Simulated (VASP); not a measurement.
Input of a VASP 6.6.1 run:

The input POSCAR:

```
BaTlBr3
1.0
    6.2293863489      0.0000000000      0.0000000000
    0.0000000000      6.2293863489      0.0000000000
    0.0000000000      0.0000000000      6.2293863489
Tl Ba Br
1 1 3
Direct
    0.0000000000      0.0000000000      0.0000000000
    0.5000000000      0.5000000000      0.5000000000
    0.5000000000      0.5000000000      0.0000000000
    0.5000000000      0.0000000000      0.5000000000
    0.0000000000      0.5000000000      0.5000000000
```

File INCAR.step1:

```
SYSTEM = BaTlBr3
PREC = Accurate
ENCUT = 520
EDIFF = 1E-5
ISMEAR = 0
SIGMA = 0.01
LREAL = .False.
LASPH = .True.
NELM = 100
ALGO = Normal
ISIF = 2
LWAVE = .True.
LCHARG = .False.
NBANDS = 30
GGA = PE
```

Contents of INCAR.step2:

```
SYSTEM = BaTlBr3
PREC = Accurate
ENCUT = 520
EDIFF = 1E-6
ISMEAR = 0
SIGMA = 0.01
LREAL = .False.
LASPH = .True.
NELM = 100
ALGO = Normal
ISIF = 2
LWAVE = .False.
LCHARG = .False.
GGA = PE
LHFCALC = .True.
HFSCREEN = 0.2079
PRECFOCK = Fast
NBANDS = 30
ISTART = 1
```

KPOINTS

```
regular mesh
0
Gamma
  2 2 2
  0 0 0
```

Potentials or basis: VASP PAW PBE potentials, release 64 (Tl_d, Ba_sv, Br).

The run is started by

```bash
$ cat potpaw_PBE.64/Tl_d/POTCAR potpaw_PBE.64/Ba_sv/POTCAR potpaw_PBE.64/Br/POTCAR > POTCAR
$ cp INCAR.step1 INCAR
$ mpirun -np 1 vasp_std > vasp.out
$ cp INCAR.step2 INCAR
$ mpirun -np 1 vasp_std > vasp.out
```

(1) What does it give for the band gap on the k mesh?

(2) Estimate the pressure.

Answers

(1) 4.05 eV (least direct gap 4.25 eV).

(2) 0.7 GPa.

Caveat: the k points lie up to 0.50 Å⁻¹ apart; the PAW data sets were made with another functional, which shifts forces and pressure a little; spin-orbit coupling is left out, which moves the levels of the heavy elements.
